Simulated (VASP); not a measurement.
# Os (Im-3m) in VASP: further runs

The runs below take Os through single point, with BLYP.

All numbers are computed with VASP 6.6.1; they aren't measurements. Logs are shortened: lines on timing, memory, paths and dates and some standing lists are left out, and cuts for length are marked.

**1. The cell of the first run**

It takes space group Im-3m (No. 229, cubic). Conventional cell: a = 3.140 Å, b = 3.140 Å, c = 3.140 Å, α = 90.00°, β = 90.00°, γ = 90.00°. Within 3.6 Å of Os (site symmetry m-3m) lie 14 Os at 2.72 to 3.14 Å.

**2. Single point, BLYP**

The input, INCAR:

```
  AGGAC = 1.0
  AGGAX = 1.0
  ALDAC = 0.0
  ALDAX = 1.0
  ALGO = Normal
  EDIFF = 1E-7
  ENCUT = 520
  GGA = B5
  ISIF = 2
  ISMEAR = -1
  LASPH = True
  LCHARG = False
  LREAL = False
  LWAVE = False
  NBANDS = 10
  NELM = 60
  PREC = Accurate
  SIGMA = 0.1
```

The input, KPOINTS:

```
k-points
0
Gamma
  14 14 14
```

The input, POSCAR:

```
Os
1.0
   -1.5700430959      1.5700430959      1.5700430959
    1.5700430959     -1.5700430959      1.5700430959
    1.5700430959      1.5700430959     -1.5700430959
Os
1
Direct
    0.0000000000      0.0000000000      0.0000000000
```

Potentials or basis: VASP PAW PBE potentials, release 64 (Os).

Run with:

```
cat potpaw_PBE.64/Os/POTCAR > POTCAR
mpirun -np 1 vasp_std > vasp.out
```

OUTCAR:

```text
EDIFF = 1E-7
   ENCUT = 520
   GGA = B5
   ISIF = 2
   ISMEAR = -1
   LASPH = True
   LREAL = False
   NELM = 60
   PREC = Accurate

 ion  position               nearest neighbor table
   1  0.000  0.000  0.000-

  LATTYP: Found a body centered cubic cell.
 ALAT       =     3.1400861918

  Lattice vectors:

 A1 = (  -1.5700430959,   1.5700430959,   1.5700430959)
 A2 = (   1.5700430959,  -1.5700430959,   1.5700430959)
 A3 = (   1.5700430959,   1.5700430959,  -1.5700430959)

Analysis of symmetry for initial positions (statically):
=====================================================================
 Subroutine PRICEL returns:
 Original cell was already a primitive cell.

 Routine SETGRP: Setting up the symmetry group for a
 body centered cubic supercell.

 Subroutine GETGRP returns: Found 48 space group operations
[... 9 lines left out ...]

 Routine SETGRP: Setting up the symmetry group for a
 body centered cubic supercell.

 Subroutine GETGRP returns: Found 48 space group operations
 (whereof 48 operations were pure point group operations)
 out of a pool of 48 trial point group operations.

The dynamic configuration has the point symmetry O_h .

 Subroutine INISYM returns: Found 48 space group operations
 (whereof 48 operations are pure point group operations),
 and found     1 'primitive' translations

----------------------------------------------------------------------------------------

                                     Primitive cell

  volume of cell :      15.4808

  direct lattice vectors                    reciprocal lattice vectors
    -1.570043096  1.570043096  1.570043096     0.000000000  0.318462596  0.318462596
     1.570043096 -1.570043096  1.570043096     0.318462596  0.000000000  0.318462596
     1.570043096  1.570043096 -1.570043096     0.318462596  0.318462596  0.000000000

  length of vectors
     2.719394412  2.719394412  2.719394412     0.450374122  0.450374122  0.450374122

  position of ions in fractional coordinates (direct lattice)
     0.000000000  0.000000000  0.000000000

  ion indices of the primitive-cell ions
   primitive index   ion index
                 1           1

----------------------------------------------------------------------------------------

 KPOINTS: k-points

Automatic generation of k-mesh.
 Grid dimensions read from file:
 generate k-points for:   14   14   14

[... 59 lines left out ...]
   LSORBIT =      F    spin-orbit coupling
   LASPH  =      T    aspherical Exc in radial PAW
   ENCUT  =  520.0 eV  38.22 Ry    6.18 a.u.   5.06  5.06  5.06*2*pi/ulx,y,z
   NELM   =     60;   NELMIN=  2; NELMDL= -5     # of ELM steps
   EDIFF  = 0.1E-06   stopping-criterion for ELM
   LREAL  =      F    real-space projection
   EDIFFG = 0.1E-05   stopping-criterion for IOM
   NSW    =      0    number of steps for IOM
   IBRION =     -1    ionic relax: 0-MD 1-quasi-New 2-CG
   NFREE  =      0    steps in history (QN), initial steepest desc. (CG)
   ISIF   =      2    stress and relaxation
   ISYM   =      2    0-nonsym 1-usesym 2-fastsym
   POTIM  = 0.5000    time-step for ionic-motion
   TEBEG  =    0.0;   TEEND  =   0.0 temperature during run
   PSTRESS=    0.0 pullay stress
   NELECT =       8.0000    total number of electrons
   NUPDOWN=      -1.0000    fix difference up-down
   EMIN   =  10.00;   EMAX   =-10.00  energy-range for DOS
   EFERMI =   0.00;   METHOD = LEGACY
   ISMEAR =    -1;   SIGMA  =   0.10  broadening in eV -4-tet -1-fermi 0-gaus
   EFERMI_NEDOS =   21; number of points for ismear=-14 and -15
   IALGO  =     38    algorithm
   IMIX   =      4    mixing-type and parameters
     AMIX     =   0.40;   BMIX     =  1.00
     AMIX_MAG =   1.60;   BMIX_MAG =  1.00
  volume/ion in A,a.u.               =      15.48       104.47
  Fermi-wavevector in a.u.,A,eV,Ry     =   1.313731  2.482592 23.482163  1.725890
  Thomas-Fermi vector in A             =   2.444034
   LORBIT       =      0    0 simple, 1 ext, 2 COOP (PROOUT), +10 PAW based schemes
   GGA     = B5    functional components
   LHFCALC =     F    Hartree Fock is set to
   AEXX    =    0.0000 exact exchange contribution
   IVDW    =     0    specifies the selected vdW correction
   LEPSILON=     F    determine dielectric tensor
   LRPA    =     F    only Hartree local field effects (RPA)
 non-spin polarized calculation
  energy-cutoff  :      520.00
  volume of cell :       15.48
 maximum number of plane-waves:       432
   NGX = 11   NGY = 11   NGZ = 11

 number of electron       8.0000000 magnetization

 Free energy of the ion-electron system (eV)
  ---------------------------------------------------
  ext. energy  EPLUGINS =         0.00000000
  ---------------------------------------------------
  free energy    TOTEN  =        -8.86142064 eV

  energy without entropy =       -8.80760290  energy(sigma->0) =       -8.83451177

 E-fermi :   8.8425     XC(G=0): -12.7673

 val. band max:        8.8376063994   @ k =   0.1429   0.0000   0.0000
 cond. band min:       8.8437383112   @ k =  -0.4286   0.5000   0.3571
 fundamental gap:      0.0061319118
 Fermi energy:         8.8424790814

 k-point     1 :       0.0000    0.0000    0.0000
  band No.  band energies     occupation
      1      -1.2615      2.00000
      2       5.7743      2.00000
      3       5.7743      2.00000
      4       5.7743      2.00000
      5       8.8002      1.20822
      6       8.8002      1.20820
      7      25.2640      0.00000
      8      25.2640      0.00000
      9      25.2640      0.00000
     10      36.3434      0.00000
[... 287 lines left out ...]
 k-point    24 :       0.3571    0.2857    0.0000
  band No.  band energies     occupation
      1       3.3232      2.00000
      2       4.6792      2.00000
      3       5.3983      2.00000
      4       8.9479      0.51688
      5       9.4072      0.00703
      6      15.4807      0.00000
      7      16.7672      0.00000
      8      19.1282      0.00000
      9      25.7013      0.00000
     10      31.4088      0.00000

 [... further k-points ...]
[... 5 lines left out ...]
  --------------------------------------------------------------------------------------
  -------------------------------------------------------------------------------------
  Total        0.2359995      0.2359995      0.2359995     -0.0000000      0.0000000      0.0000000
  in kB       24.4245690     24.4245690     24.4245690     -0.0000000      0.0000000      0.0000000
  external PRESSURE =      24.4245690 kB  Pullay stress =       0.0000000 kB

 VOLUME and BASIS-vectors are now :
 -----------------------------------------------------------------------------
  energy-cutoff  :      520.00
  volume of cell :       15.48
      direct lattice vectors                 reciprocal lattice vectors
    -1.570043096  1.570043096  1.570043096     0.000000000  0.318462596  0.318462596
     1.570043096 -1.570043096  1.570043096     0.318462596  0.000000000  0.318462596
     1.570043096  1.570043096 -1.570043096     0.318462596  0.318462596  0.000000000

 POSITION                                       TOTAL-FORCE (eV/Angst)
 -----------------------------------------------------------------------------------
      0.00000      0.00000      0.00000         0.000000     -0.000000     -0.000000
 -----------------------------------------------------------------------------------
    total drift:                                0.000000     -0.000000      0.000000

  FREE ENERGIE OF THE ION-ELECTRON SYSTEM (eV)
  ---------------------------------------------------
  free  energy   TOTEN  =        -8.8614206434 eV

  energy  without entropy=       -8.8076029034  energy(sigma->0) =       -8.83451177
```

OSZICAR:

```text
N       E                     dE             d eps       ncg     rms          rms(c)
DAV:   1     0.359229750669E+02    0.35923E+02   -0.40744E+03  2120   0.728E+02
DAV:   2    -0.827446032743E+01   -0.44197E+02   -0.41360E+02  2126   0.194E+02
DAV:   3    -0.943093243776E+01   -0.11565E+01   -0.11488E+01  2440   0.288E+01
DAV:   4    -0.943420778377E+01   -0.32753E-02   -0.32747E-02  2312   0.176E+00
DAV:   5    -0.943422066615E+01   -0.12882E-04   -0.12882E-04  2340   0.101E-01    0.145E+01
DAV:   6    -0.897144845862E+01    0.46277E+00   -0.61799E-01  2392   0.622E+00    0.637E+00
DAV:   7    -0.886459444287E+01    0.10685E+00   -0.34188E-01  2532   0.436E+00    0.656E-01
DAV:   8    -0.886359286783E+01    0.10016E-02   -0.10557E-03  2210   0.260E-01    0.560E-01
DAV:   9    -0.886142628369E+01    0.21666E-02   -0.16562E-03  2216   0.394E-01    0.336E-02
DAV:  10    -0.886142872826E+01   -0.24446E-05   -0.22462E-05  2346   0.360E-02    0.182E-02
DAV:  11    -0.886142057407E+01    0.81542E-05   -0.33232E-06  2270   0.253E-02    0.187E-03
DAV:  12    -0.886142064343E+01   -0.69358E-07   -0.10483E-07  1460   0.274E-03
   1 F= -.88614206E+01 E0= -.88345118E+01  d E =-.538177E-01
```

stdout:

```text
POSCAR found type information on POSCAR Os
 POSCAR found :  1 types and       1 ions
 scaLAPACK will be used
 -----------------------------------------------------------------------------
|                                                                             |
|                                                                             |
|     You enforced a specific xc type in the INCAR file but a different       |
|     I HOPE YOU KNOW WHAT YOU ARE DOING!                                     |
|                                                                             |
 -----------------------------------------------------------------------------

 LDA part: xc-table for (Slater(with rela. corr.)+VWN5), standard interpolation
 POSCAR, INCAR and KPOINTS ok, starting setup
 FFT: planning ... GRIDC
 FFT: planning ... GRID_SOFT
 FFT: planning ... GRID
 WAVECAR not read
 entering main loop
```

Run time: 8 s. Hardware: 1 thread of Intel Xeon 6975P-C (Granite Rapids), shared host; peak memory 0.14 GiB.

Results:

- Free energy: -8.8614 eV
- Pressure: 2.4 GPa
- Band gap on the k mesh: zero (band 4 reaches 11.00 eV, above the bottom of band 5 at 7.12 eV)

Caveat: the PAW data sets were made with another functional, which shifts forces and pressure a little; spin-orbit coupling is left out, which moves the levels of the heavy elements.

**3. Single point, BLYP (volume scaled by 0.88)**

The input, INCAR:

```
PREC = Accurate ; ENCUT = 520
EDIFF = 1E-6 ; ISMEAR = -1
SIGMA = 0.1 ; LREAL = F
LASPH = T ; NELM = 60
ALGO = Normal ; ISIF = 2
LWAVE = F ; LCHARG = F
GGA = B5 ; ALDAX = 1.0
AGGAX = 1.0 ; AGGAC = 1.0
ALDAC = 0.0 ; NBANDS = 10
```

The input, KPOINTS:

```
Automatic mesh
0
Gamma
  16 16 16
```

The input, POSCAR:

```
Os
1.0
   -1.5045471333      1.5045471333      1.5045471333
    1.5045471333     -1.5045471333      1.5045471333
    1.5045471333      1.5045471333     -1.5045471333
Os
1
Direct
    0.0000000000      0.0000000000      0.0000000000
```

Potentials or basis: VASP PAW PBE potentials, release 64 (Os).

Run with:

```
cat potpaw_PBE.64/Os/POTCAR > POTCAR
mpirun -np 1 vasp_std > vasp.out
```

Wall time 8.3 s (1 thread of Intel Xeon 6975P-C (Granite Rapids), shared host); peak memory 0.14 GiB.

The run converged. Its results:

| Item | Value |
| --- | --- |
| Free energy | -8.5485 eV |
| Pressure | 57.6 GPa |
| Band gap on the k mesh | zero (band 4 reaches 13.45 eV, above the bottom of band 5 at 8.56 eV) |

Levels at points of the mesh, in eV from the Fermi level:
```csv
k point,band 1,band 2,band 3,band 4,band 5,band 6,band 7,band 8
"(0.00, 0.00, 0.00)",-11.30,-3.70,-3.70,-3.70,-0.11,-0.11,16.50,16.50
"(0.50, 0.00, 0.00)",-8.29,-5.93,-0.25,0.07,0.60,3.57,9.86,12.77
"(0.50, 0.50, 0.50)",-7.97,-7.97,2.64,2.64,2.64,8.42,8.42,8.42
```

Caveat: the PAW data sets were made with another functional, which shifts forces and pressure a little; spin-orbit coupling is left out, which moves the levels of the heavy elements.

**4. Single point, BLYP (volume scaled by 0.92)**

The input, INCAR:

```
AGGAC    = 1.0          
AGGAX    = 1.0          
ALDAC    = 0.0          
ALDAX    = 1.0          
ALGO     = Normal         # electronic algorithm
EDIFF    = 1E-6           # SCF threshold, eV
ENCUT    = 520            # plane-wave cutoff, eV
GGA      = B5             # functional
ISIF     = 2              # what is computed and relaxed
ISMEAR   = -1             # smearing method
LASPH    = True           # aspherical terms in the spheres
LCHARG   = True           # write CHGCAR
LELF     = True           # ELF
LREAL    = False          # projectors in reciprocal space
LVHAR    = True         
LWAVE    = False          # write WAVECAR
NBANDS   = 10             # bands
NELM     = 80             # most SCF steps
PREC     = Accurate       # precision mode
SIGMA    = 0.1            # smearing width, eV
```

The input, KPOINTS:

```
k-points
0
Gamma
  16 16 16
```

The input, POSCAR:

```
Os
1.0
   -1.5270063718      1.5270063718      1.5270063718
    1.5270063718     -1.5270063718      1.5270063718
    1.5270063718      1.5270063718     -1.5270063718
Os
1
Direct
    0.0000000000      0.0000000000      0.0000000000
```

Run with:

```
cat potpaw_PBE.64/Os/POTCAR > POTCAR
mpirun -np 1 vasp_std > vasp.out
```

Run time: 9.1 s. Hardware: 1 thread of Intel Xeon 6975P-C (Granite Rapids), shared host; peak memory 0.14 GiB.

It converged, with:

```yaml
Free_energy: -8.7256 eV
Pressure: 34.8 GPa
Band_gap_on_the_k_mesh: zero (band 4 reaches 12.56 eV, above the bottom of band 5 at 8.00 eV)
```

Levels at points of the mesh, in eV from the Fermi level:
```
           k point  band 2  band 3  band 4  band 5  band 6  band 7
(0.00, 0.00, 0.00)   -3.47   -3.47   -3.47   -0.09   -0.09   16.48
(0.50, 0.00, 0.00)   -5.56   -0.24    0.08    0.56    3.31    9.24
(0.50, 0.50, 0.50)   -7.46    2.46    2.46    2.46    8.18    8.18
```

Caveat: the PAW data sets were made with another functional, which shifts forces and pressure a little; spin-orbit coupling is left out, which moves the levels of the heavy elements.

**5. Single point, BLYP (volume scaled by 0.96)**

The input, INCAR:

```
SYSTEM = Os
AGGAC = 1.0
AGGAX = 1.0
ALDAC = 0.0
ALDAX = 1.0
ALGO = Normal
EDIFF = 1E-6
ENCUT = 520
GGA = B5
ISIF = 2
ISMEAR = -1
LASPH = .TRUE.
LCHARG = .FALSE.
LREAL = .FALSE.
LWAVE = .FALSE.
NBANDS = 10
NELM = 100
PREC = Accurate
SIGMA = 0.1
```

The input, KPOINTS:

```
k-points
0
G
  16 16 16
  0 0 0
```

The input, POSCAR:

```
Os
1.0
   -1.5488236962      1.5488236962      1.5488236962
    1.5488236962     -1.5488236962      1.5488236962
    1.5488236962      1.5488236962     -1.5488236962
Os
1
Direct
    0.0000000000      0.0000000000      0.0000000000
```

Run with:

```
cat potpaw_PBE.64/Os/POTCAR > POTCAR
mpirun -np 1 vasp_std > vasp.out
```

It took 8.9 s on 1 thread of Intel Xeon 6975P-C (Granite Rapids), shared host; peak memory 0.14 GiB.

The run converged. Its results:

| Quantity | Value |
| --- | --- |
| Free energy | -8.8239 eV |
| Pressure | 16.7 GPa |
| Band gap on the k mesh | zero (band 4 reaches 11.74 eV, above the bottom of band 5 at 7.48 eV) |

Levels at points of the mesh, in eV from the Fermi level:
```tsv
k point	band 1	band 2	band 3	band 4	band 5	band 6	band 7	band 8	band 9
(0.00, 0.00, 0.00)	-10.49	-3.27	-3.27	-3.27	-0.07	-0.07	16.45	16.45	16.45
(0.50, 0.00, 0.00)	-7.42	-5.23	-0.23	0.10	0.51	3.08	8.68	12.70	16.85
(0.50, 0.50, 0.50)	-6.99	-6.99	2.29	2.29	2.29	7.96	7.96	7.96	14.94
```

Caveat: the PAW data sets were made with another functional, which shifts forces and pressure a little; spin-orbit coupling is left out, which moves the levels of the heavy elements.

**6. The runs side by side**

```tsv
cell	k mesh	gap on the mesh (eV)	pressure (GPa)
a = 2.719 Å, angles 109.5°, 1 atom	14 × 14 × 14	none	2.4
a = 2.606 Å, angles 109.5°, 1 atom	16 × 16 × 16	none	57.6
a = 2.645 Å, angles 109.5°, 1 atom	16 × 16 × 16	none	34.8
a = 2.683 Å, angles 109.5°, 1 atom	16 × 16 × 16	none	16.7
```

Alike in all rows: task single point; level BLYP; potentials or basis VASP PAW PBE potentials, release 64 (Os); no spin polarisation; cutoff (eV) 520; smearing fermi-dirac 0.1 eV.

Caveats: the PAW data sets were made with another functional, which shifts forces and pressure a little; spin-orbit coupling is left out, which moves the levels of the heavy elements.

Absolute energies hang on the potentials; compare differences alone.
